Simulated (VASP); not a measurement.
# BiMo (WC type) (P-6m2) in VASP: relaxation of cell and atoms with PBEsol

Aim: the relaxation of cell and atoms of BiMo (WC type) with PBEsol.

All numbers are computed with VASP 6.6.1; they aren't measurements. Logs are shortened: lines on timing, memory, paths and dates and some standing lists are left out, and cuts for length are marked.

### 1 The cell of the first run

It takes space group P-6m2 (No. 187, hexagonal). Conventional cell: a = 3.710 Å, b = 3.710 Å, c = 3.636 Å, α = 90.00°, β = 90.00°, γ = 120.00°. Mo (site symmetry -6m2) has 6 Bi at 2.81 Å and 8 Mo at 3.64 to 3.71 Å within 3.8 Å. Bi (site symmetry -6m2) has 6 Mo at 2.81 Å and 8 Bi at 3.64 to 3.71 Å within 3.8 Å.

### 2 Relaxation of cell and atoms, PBEsol, target pressure 2.1 GPa, at which the enthalpy is minimised

Contents of INCAR:

```
SYSTEM = BiMo
  PREC = Accurate
  ENCUT = 500
  EDIFF = 1E-7
  ISMEAR = -1
  SIGMA = 0.05
  LREAL = .False.
  LASPH = .True.
  NELM = 120
  ALGO = Normal
  ISIF = 3
  LWAVE = .False.
  LCHARG = .False.
  GGA = PS
  IBRION = 2
  NSW = 60
  EDIFFG = -0.005
  PSTRESS = 21.0
  GGA_COMPAT = .False.
  NELMIN = 4
```

Contents of KPOINTS:

```
regular mesh
0
Gamma
  12 12 10
  0 0 0
```

Contents of POSCAR:

```
BiMo
1.0
    3.7103419296      0.0000000000      0.0000000000
   -1.8551709648      3.2132503677      0.0000000000
    0.0000000000      0.0000000000      3.6361350910
Mo Bi
1 1
Direct
    0.0000000000      0.0000000000      0.0000000000
    0.3333333333      0.6666666667      0.5000000000
```

Potentials or basis: VASP PAW PBE potentials, release 64 (Mo_sv, Bi_d).

Command:

```
$ cat potpaw_PBE.64/Mo_sv/POTCAR potpaw_PBE.64/Bi_d/POTCAR > POTCAR
$ mpirun -np 1 vasp_std > vasp.out
```

OUTCAR:

```text
SYSTEM = BiMo
   PREC = Accurate
   ENCUT = 500
   EDIFF = 1E-7
   ISMEAR = -1
   LREAL = .False.
   LASPH = .True.
   NELM = 120
   ISIF = 3
   GGA = PS
   IBRION = 2
   NSW = 60
   EDIFFG = -0.005
   PSTRESS = 21.0
   NELMIN = 4

 ion  position               nearest neighbor table
   1  0.000  0.000  0.000-   2 2.81   2 2.81   2 2.81   2 2.81   2 2.81   2 2.81
   2  0.333  0.667  0.500-   1 2.81   1 2.81   1 2.81   1 2.81   1 2.81   1 2.81

  LATTYP: Found a hexagonal cell.
 ALAT       =     3.7103419296
 C/A-ratio  =     0.9800000000

  Lattice vectors:

 A1 = (   3.7103419296,   0.0000000000,   0.0000000000)
 A2 = (  -1.8551709648,   3.2132503677,   0.0000000000)
 A3 = (   0.0000000000,   0.0000000000,   3.6361350910)

Analysis of symmetry for initial positions (statically):
=====================================================================
 Subroutine PRICEL returns:
 Original cell was already a primitive cell.

 Routine SETGRP: Setting up the symmetry group for a
 hexagonal supercell.

 Subroutine GETGRP returns: Found 12 space group operations
 (whereof 12 operations were pure point group operations)
 out of a pool of 24 trial point group operations.

The static configuration has the point symmetry D_3h.

Analysis of symmetry for dynamics (positions and initial velocities):
=====================================================================
 Subroutine PRICEL returns:
 Original cell was already a primitive cell.

 Routine SETGRP: Setting up the symmetry group for a
 hexagonal supercell.

 Subroutine GETGRP returns: Found 12 space group operations
 (whereof 12 operations were pure point group operations)
 out of a pool of 24 trial point group operations.

The dynamic configuration has the point symmetry D_3h.

 Subroutine INISYM returns: Found 12 space group operations
 (whereof 12 operations are pure point group operations),
 and found     1 'primitive' translations

----------------------------------------------------------------------------------------

                                     Primitive cell

  volume of cell :      43.3509

  direct lattice vectors                    reciprocal lattice vectors
     3.710341930  0.000000000  0.000000000     0.269516939  0.155605677  0.000000000
    -1.855170965  3.213250368  0.000000000     0.000000000  0.311211355  0.000000000
     0.000000000  0.000000000  3.636135091     0.000000000  0.000000000  0.275017285

  length of vectors
     3.710341930  3.710341930  3.636135091     0.311211355  0.311211355  0.275017285

  position of ions in fractional coordinates (direct lattice)
     0.000000000  0.000000000  0.000000000
     0.333333333  0.666666667  0.500000000

  ion indices of the primitive-cell ions
   primitive index   ion index
                 1           1
                 2           2

----------------------------------------------------------------------------------------

 KPOINTS: regular mesh

Automatic generation of k-mesh.
 Grid dimensions read from file:
 generate k-points for:   12   12   10

 Generating k-lattice:

  Cartesian coordinates                     Fractional coordinates (reciprocal lattice)
     0.022459745  0.012967140  0.000000000     0.083333333  0.000000000  0.000000000
     0.000000000  0.025934280  0.000000000     0.000000000  0.083333333  0.000000000
     0.000000000  0.000000000  0.027501728     0.000000000  0.000000000  0.100000000

  Length of vectors
     0.025934280  0.025934280  0.027501728

  Shift w.r.t. Gamma in fractional coordinates (k-lattice)
     0.000000000  0.000000000  0.000000000

 Subroutine IBZKPT returns following result:
 ===========================================

 Found    114 irreducible k-points:

 Following reciprocal coordinates:
            Coordinates               Weight
  0.000000  0.000000  0.000000      1.000000
  0.083333  0.000000  0.000000      6.000000
  0.166667 -0.000000  0.000000      6.000000
  0.250000 -0.000000  0.000000      6.000000
  0.333333 -0.000000  0.000000      6.000000
  0.416667 -0.000000  0.000000      6.000000
[... 16 lines left out ...]
  0.250000 -0.000000  0.100000     12.000000
  0.333333 -0.000000  0.100000     12.000000
 [... further k-points ...]
   k-points           NKPTS =    114   k-points in BZ     NKDIM =    114   number of bands    NBANDS=     18
   number of dos      NEDOS =    301   number of ions     NIONS =      2
   total plane-waves  NPLWV =  21952
   dimension x,y,z NGX =    28 NGY =   28 NGZ =   28
   dimension x,y,z NGXF=    56 NGYF=   56 NGZF=   56
   ions per type =               1   1
   NGX,Y,Z   is equivalent  to a cutoff of  12.55, 12.55, 12.80 a.u.
   NGXF,Y,Z  is equivalent  to a cutoff of  25.09, 25.09, 25.60 a.u.
 SYSTEM =  BiMo
   PREC   = accura    normal or accurate (medium, high low for compatibility)
   ISTART =      0    job   : 0-new  1-cont  2-samecut
   ICHARG =      2    charge: 1-file 2-atom 10-const
   ISPIN  =      1    spin polarized calculation?
   LNONCOLLINEAR =      F non collinear calculations
   LSORBIT =      F    spin-orbit coupling
   LASPH  =      T    aspherical Exc in radial PAW
   ENCUT  =  500.0 eV  36.75 Ry    6.06 a.u.   6.76  6.76  6.63*2*pi/ulx,y,z
   NELM   =    120;   NELMIN=  4; NELMDL= -5     # of ELM steps
   EDIFF  = 0.1E-06   stopping-criterion for ELM
   LREAL  =      F    real-space projection
   EDIFFG = -.5E-02   stopping-criterion for IOM
   NSW    =     60    number of steps for IOM
   IBRION =      2    ionic relax: 0-MD 1-quasi-New 2-CG
   NFREE  =      1    steps in history (QN), initial steepest desc. (CG)
   ISIF   =      3    stress and relaxation
   ISYM   =      2    0-nonsym 1-usesym 2-fastsym
   POTIM  = 0.5000    time-step for ionic-motion
   TEBEG  =    0.0;   TEEND  =   0.0 temperature during run
   PSTRESS=   21.0 pullay stress
   NELECT =      29.0000    total number of electrons
   NUPDOWN=      -1.0000    fix difference up-down
   EMIN   =  10.00;   EMAX   =-10.00  energy-range for DOS
   EFERMI =   0.00;   METHOD = LEGACY
   ISMEAR =    -1;   SIGMA  =   0.05  broadening in eV -4-tet -1-fermi 0-gaus
   EFERMI_NEDOS =   21; number of points for ismear=-14 and -15
   IALGO  =     38    algorithm
   IMIX   =      4    mixing-type and parameters
     AMIX     =   0.40;   BMIX     =  1.00
     AMIX_MAG =   1.60;   BMIX_MAG =  1.00
  volume/ion in A,a.u.               =      21.68       146.27
  Fermi-wavevector in a.u.,A,eV,Ry     =   1.431775  2.705662 27.891652  2.049979
  Thomas-Fermi vector in A             =   2.551474
   LORBIT       =      0    0 simple, 1 ext, 2 COOP (PROOUT), +10 PAW based schemes
   GGA     = PS    functional components
   LHFCALC =     F    Hartree Fock is set to
   AEXX    =    0.0000 exact exchange contribution
   IVDW    =     0    specifies the selected vdW correction
   LEPSILON=     F    determine dielectric tensor
   LRPA    =     F    only Hartree local field effects (RPA)
 conjugate gradient relaxation of ions
 non-spin polarized calculation
  energy-cutoff  :      500.00
  volume of cell :       43.35
 maximum number of plane-waves:      1117
 NGX is ok and might be reduce to    28
   NGX = 13   NGY = 13   NGZ = 13

--------------------------------------- Ionic step        1  -------------------------------------------

 number of electron      28.9999994 magnetization

 Free energy of the ion-electron system (eV)
  ---------------------------------------------------
  ext. energy  EPLUGINS =         0.00000000
  ---------------------------------------------------
  free energy    TOTEN  =       -14.57802904 eV

  energy without entropy =      -14.56659108  energy(sigma->0) =      -14.57231006

------------------------ aborting loop because EDIFF is reached ----------------------------------------

  FORCE on cell =-STRESS in cart. coord.  units (eV):
  Direction    XX          YY          ZZ          XY          YZ          ZX
  --------------------------------------------------------------------------------------
  -------------------------------------------------------------------------------------
  Total       -0.9812854     -0.9812854     -0.1932735      0.0000000      0.0000000     -0.0000000
  in kB      -36.2666485    -36.2666485     -7.1430628      0.0000000      0.0000000     -0.0000000
  external PRESSURE =     -47.5587866 kB  Pullay stress =      21.0000000 kB
[... 93 lines left out ...]
  FREE ENERGIE OF THE ION-ELECTRON SYSTEM (eV)
  ---------------------------------------------------
  free  energy   TOTEN  =       -14.5844680759 eV

  energy  without entropy=      -14.5739437752  energy(sigma->0) =      -14.57920593

  enthalpy is  TOTEN    =       -14.0386152459 eV   P V=        0.5458528300

[... ionic steps 4 to 9 ...]

--------------------------------------- Ionic step       10  -------------------------------------------

 number of electron      29.0000007 magnetization

------------------------ aborting loop because EDIFF is reached ----------------------------------------

  FORCE on cell =-STRESS in cart. coord.  units (eV):
  Direction    XX          YY          ZZ          XY          YZ          ZX
  --------------------------------------------------------------------------------------
  -------------------------------------------------------------------------------------
  Total        0.5492768      0.5492768      0.5597871      0.0000000      0.0000000      0.0000000
  in kB       21.8513565     21.8513565     22.2694764      0.0000000      0.0000000      0.0000000
  external PRESSURE =       0.9907298 kB  Pullay stress =      21.0000000 kB
[... 61 lines left out ...]
  enthalpy is  TOTEN    =       -14.0980354205 eV   P V=        0.5298198230

--------------------------------------- Ionic step       12  -------------------------------------------

 number of electron      29.0000007 magnetization

 Free energy of the ion-electron system (eV)
  ---------------------------------------------------
  ext. energy  EPLUGINS =         0.00000000
  ---------------------------------------------------
  free energy    TOTEN  =       -14.62641608 eV

  energy without entropy =      -14.60840237  energy(sigma->0) =      -14.61740922

 E-fermi :  11.4037     XC(G=0): -12.3398

 val. band max:       11.3972773595   @ k =   0.1667  -0.0000   0.3000
 cond. band min:      11.4104456431   @ k =   0.0833   0.0000   0.0000
 fundamental gap:      0.0131682836
 Fermi energy:        11.4037037979

 k-point     1 :       0.0000    0.0000    0.0000
  band No.  band energies     occupation
      1     -49.4103      2.00000
      2     -23.6288      2.00000
      3     -23.4670      2.00000
      4     -23.4670      2.00000
      5     -11.6400      2.00000
      6     -11.6400      2.00000
[... 10 lines left out ...]
     17      15.7520      0.00000
     18      17.0500      0.00000
[... 466 lines left out ...]
      2     -23.6203      2.00000
      3     -23.6008      2.00000
      4     -23.4981      2.00000
      5     -11.6961      2.00000
      6     -11.5558      2.00000
[... 10 lines left out ...]
     17      14.0832      0.00000
     18      14.1752      0.00000

 [... further k-points ...]

------------------------ aborting loop because EDIFF is reached ----------------------------------------

  FORCE on cell =-STRESS in cart. coord.  units (eV):
  Direction    XX          YY          ZZ          XY          YZ          ZX
  --------------------------------------------------------------------------------------
  -------------------------------------------------------------------------------------
  Total        0.5264610      0.5264610      0.5307619      0.0000000     -0.0000000     -0.0000000
  in kB       20.9304841     20.9304841     21.1014772      0.0000000     -0.0000000     -0.0000000
  external PRESSURE =      -0.0125182 kB  Pullay stress =      21.0000000 kB
[... 17 lines left out ...]
  FREE ENERGIE OF THE ION-ELECTRON SYSTEM (eV)
  ---------------------------------------------------
  free  energy   TOTEN  =       -14.6264160765 eV

  energy  without entropy=      -14.6084023700  energy(sigma->0) =      -14.61740922

  enthalpy is  TOTEN    =       -14.0982065745 eV   P V=        0.5282095020

 reached required accuracy - stopping structural energy minimisation
```

Wall time 8.4 min (1 thread of Oxide Virtual Turin-like, shared host); peak memory 0.2 GiB.

Results:

```
Free energy                                                : -14.6264 eV
Relaxed volume                                             : 20.15 Å³/atom
Relaxed cell                                               : a = 3.406 Å, b = 3.406 Å, c = 4.012 Å, α = 90.00°, β = 90.00°, γ = 120.00°
Space group after relaxing (to 0.1 Å)                      : P-6m2 (No. 187)
Energy change on relaxing (the run minimises the enthalpy) : -24.2 meV/atom
Ionic steps                                                : 12
Pressure after relaxing                                    : 2.1 GPa
Band gap on the k mesh                                     : zero (an odd number of electrons rules out a gap without spin polarisation)
```

Step by step:
```tsv
step	energy change (eV)	largest force (eV/Å)	pressure (GPa)	volume (Å³)
1	0.0000	0.0000	-2.66	43.35
2	0.0778	0.0000	11.46	39.43
3	-0.0064	0.0000	2.59	41.65
4	-0.0184	0.0000	2.35	41.50
5	-0.0284	0.0000	2.12	41.25
6	-0.0465	0.0000	1.98	40.64
7	0.0419	0.0000	4.73	38.98
8	-0.0489	0.0000	2.10	40.40
9	-0.0475	0.0000	2.23	40.24
10	-0.0480	0.0000	2.20	40.27
11	-0.0498	0.0000	1.65	40.42
12	-0.0484	0.0000	2.10	40.30
```

Final structure:
```cif
data_structure
_symmetry_space_group_name_H-M 'P 1'
_symmetry_Int_Tables_number 1
_cell_length_a 3.4059
_cell_length_b 3.4059
_cell_length_c 4.0116
_cell_angle_alpha 90.000
_cell_angle_beta 90.000
_cell_angle_gamma 120.000
_cell_volume 40.30
loop_
_atom_site_label
_atom_site_type_symbol
_atom_site_fract_x
_atom_site_fract_y
_atom_site_fract_z
_atom_site_occupancy
Mo1 Mo 0.00000 0.00000 0.00000 1
Bi1 Bi 0.33333 0.66667 0.50000 1
```

Caveat: the cell is relaxed towards a set pressure, so the run minimises the enthalpy, not the energy; the PAW data sets were made with another functional, which shifts forces and pressure a little; spin-orbit coupling is left out, which moves the levels of the heavy elements.
